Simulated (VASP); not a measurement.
Input of a VASP 6.6.1 run:

File INCAR:

```
SYSTEM = Ge
  PREC = Accurate
  ENCUT = 520
  EDIFF = 1E-7
  ISMEAR = 0
  SIGMA = 0.01
  LREAL = .FALSE.
  LASPH = .TRUE.
  NELM = 60
  ALGO = Normal
  ISIF = 2
  LWAVE = .FALSE.
  LCHARG = .FALSE.
  GGA = PS
  NBANDS = 21
```

The input KPOINTS:

```
regular mesh
0
G
  10 10 10
  0 0 0
```

The input POSCAR:

```
Ge
1.0
    0.0000000000      2.8662440442      2.8160256703
    2.8662440442      0.0000000000      2.8160256703
    2.8662440442      2.8662440442      0.0000000000
Ge
2
Direct
    0.0000000000      0.0000000000      0.0000000000
    0.2500000000      0.2500000000      0.2500000000
```

Potentials or basis: VASP PAW PBE potentials, release 64 (Ge_d).

Command:

```bash
$ cat potpaw_PBE.64/Ge_d/POTCAR > POTCAR
$ mpirun -np 1 vasp_std > vasp.out
```

Problem. What does it give for the band gap on the k mesh?

Solution. 0.10 eV (least direct gap 0.13 eV).

Problem. Predict the pressure.

Solution. -0.9 GPa.

Stress tensor (GPa, compression positive):
```
-1.30  0.00  0.00
 0.00 -1.30  0.00
 0.00  0.00 -0.12
```

Caveat: the PAW data sets were made with another functional, which shifts forces and pressure a little. A k mesh can miss the band edges.
